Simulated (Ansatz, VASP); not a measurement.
**CaCu2S2: VASP beside Ansatz**

INCAR

```
ALGO = Normal
EDIFF = 1E-6
ENCUT = 520
GGA = PE
ISIF = 2
ISMEAR = 0
LASPH = T
LCHARG = F
LREAL = F
LWAVE = F
NBANDS = 30
NELM = 100
PREC = Accurate
SIGMA = 0.02
```

Contents of KPOINTS:

```
k-points
0
Gamma
  12 12 4
```

File POSCAR:

```
CaCu2S2
1.0
    3.9399999606      0.0000000000      0.0000000000
   -1.9699999803      3.4121400568      0.0000000000
    0.0000000000      0.0000000000      6.5230000000
Ca Cu S
1 2 2
Direct
    0.0000000000      0.0000000000      0.0000000000
    0.3333333333      0.6666666667      0.3764900000
    0.6666666667      0.3333333333      0.6235100000
    0.3333333333      0.6666666667      0.7463000000
    0.6666666667      0.3333333333      0.2537000000
```

Input for Ansatz:

```yaml
crystal:
  lattice:
    - [3.9399999606, 0.0, 0.0]
    - [-1.9699999803, 3.4121400568, 0.0]
    - [0.0, 0.0, 6.523]
  atoms:
    - { symbol: Ca, position: [0.0, 0.0, 0.0] }
    - { symbol: Cu, position: [0.3333333333, 0.6666666667, 0.37649] }
    - { symbol: Cu, position: [0.6666666667, 0.3333333333, 0.62351] }
    - { symbol: S, position: [0.3333333333, 0.6666666667, 0.7463] }
    - { symbol: S, position: [0.6666666667, 0.3333333333, 0.2537] }
basis:
  ecutwfc: 420
kpoints:
  mp_grid: { grid: [12, 12, 4] }
hamiltonian:
  xc: pbe
scf:
  occupations: { method: gaussian, width: 0.02 }
output:
  forces: true
  stress: true
  eigenvalues: true
  populations: true
```

Alike in both runs: task single point; functional PBE; k mesh 12 × 12 × 4; occupations gaussian, width 0.02 eV; no spin polarisation.

```csv
,VASP,Ansatz
version,VASP 6.6.1,Ansatz 0.2.0
potentials or method,"VASP PAW PBE potentials, release 64 (Ca_sv, Cu, S), cutoff 520 eV","scalar-relativistic, plane waves, PAW"
valence electrons in the cell,44,60
```

Ansatz gave:

```
gap on the k mesh at the Fermi level (eV)                     : 1.08
least direct gap on the mesh (eV)                             : 1.08
pressure (GPa)                                                : -0.7
traceless stress, the component that is largest in VASP (GPa) : 0.16
rms of the force components (eV/Å)                            : 0.095
```

**Question.** What did VASP give for the same quantities?

**Answer.** gap on the k mesh at the Fermi level (eV): 1.10; least direct gap on the mesh (eV): 1.10; pressure (GPa): -0.5; traceless stress, the component that is largest in VASP (GPa): 0.14; rms of the force components (eV/Å): 0.095.

Atom by atom the forces differ by 0.001 eV/Å (rms over components). VASP's potentials hold 44 valence electrons a cell and Ansatz's 60, so a difference there can come from the potentials and not from the codes.
